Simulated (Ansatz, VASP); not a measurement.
**AlN: VASP beside Ansatz**

Contents of INCAR:

```
PREC = Accurate ; ENCUT = 600
EDIFF = 1E-6 ; ISMEAR = 0
SIGMA = 0.05 ; LREAL = F
LASPH = T ; NELM = 120
ALGO = Normal ; ISIF = 2
LWAVE = F ; LCHARG = F
GGA = PS ; NBANDS = 16
GGA_COMPAT = F
```

File KPOINTS:

```
Automatic mesh
0
Gamma
  12 12 6
```

File POSCAR:

```
AlN
1.0
    2.9891449405      0.0000000000      0.0000000000
   -1.4945724703      2.5886754541      0.0000000000
    0.0000000000      0.0000000000      4.5847432227
Al N
2 2
Direct
    0.3333333333      0.6666666667      0.0015080761
    0.6666666667      0.3333333333      0.5015080761
    0.3333333333      0.6666666667      0.3834919239
    0.6666666667      0.3333333333      0.8834919239
```

Input for Ansatz:

```yaml
crystal:
  lattice:
    - [2.9891449405, 0.0, 0.0]
    - [-1.4945724703, 2.5886754541, 0.0]
    - [0.0, 0.0, 4.5847432227]
  atoms:
    - { symbol: Al, position: [0.3333333333, 0.6666666667, 0.0015080761] }
    - { symbol: Al, position: [0.6666666667, 0.3333333333, 0.5015080761] }
    - { symbol: "N", position: [0.3333333333, 0.6666666667, 0.3834919239] }
    - { symbol: "N", position: [0.6666666667, 0.3333333333, 0.8834919239] }
basis:
  ecutwfc: 420
kpoints:
  mp_grid: { grid: [12, 12, 6] }
hamiltonian:
  xc: pbesol
scf:
  occupations: { method: gaussian, width: 0.05 }
output:
  forces: true
  stress: true
  eigenvalues: true
```

Change from the starting cell: strain -0.040 along x and y, -0.080 along z, atoms carried along.

Alike in both runs: task single point; functional PBEsol; k mesh 12 × 12 × 6; occupations gaussian, width 0.05 eV; no spin polarisation.

|  | VASP | Ansatz |
| --- | --- | --- |
| version | VASP 6.6.1 | Ansatz 0.2.0 |
| potentials or method | VASP PAW PBE potentials, release 64 (Al, N), cutoff 600 eV | scalar-relativistic, plane waves, PAW |
| valence electrons in the cell | 16 | 16 |

```tsv
	VASP	Ansatz	Ansatz less VASP
gap on the k mesh at the Fermi level (eV)	4.96	4.97	+0.013
least direct gap on the mesh (eV)	5.45	5.43	-0.021
pressure (GPa)	45.9	45.6	-0.35
traceless stress, the component that is largest in VASP (GPa)	16.33	16.05	-0.281
rms of the force components (eV/Å)	0.722	0.707	-0.0149
```

VASP's potentials were made for PBE, not for PBEsol. Atom by atom the forces differ by 0.015 eV/Å (rms over components). Both programs put the cell under a high pressure, so it lies far from rest at this level.
